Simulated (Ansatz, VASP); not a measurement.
# TiS2 in VASP and in Ansatz

```xyz
3
Lattice="3.4106 0.0000 0.0000 -1.7053 2.9537 0.0000 0.0000 0.0000 5.8822" Properties=species:S:1:pos:R:3 pbc="T T T"
Ti    0.0000    0.0000    0.0000
S     0.0000    1.9691    1.4086
S     1.7053    0.9846    4.4736
```

Change from the starting cell: uniaxial_z strain +2.5%.

Alike in both runs: task single point; functional HSE06; k mesh 6 × 6 × 4; occupations fermi-dirac, width 0.02 eV; no spin polarisation.

|  | VASP | Ansatz |
| --- | --- | --- |
| version | VASP 6.6.1 | Ansatz 0.2.0 |
| potentials or method | VASP PAW PBE potentials, release 64 (Ti_sv, S) | plane waves, PAW |
| plane-wave cutoff (eV) | 400 | 420 |
| valence electrons in the cell | 24 | 24 |

|  | VASP | Ansatz | Ansatz less VASP |
| --- | --- | --- | --- |
| pressure (GPa) | -0.7 | -0.4 | +0.38 |
| traceless stress, the component that is largest in VASP (GPa) | -0.09 | -0.15 | -0.058 |
| rms of the force components (eV/Å) | 0.111 | 0.113 | +0.0016 |

Atom by atom the forces differ by 0.002 eV/Å (rms over components). Ansatz's warnings: stress exchange threshold loose, stress scf threshold loose.
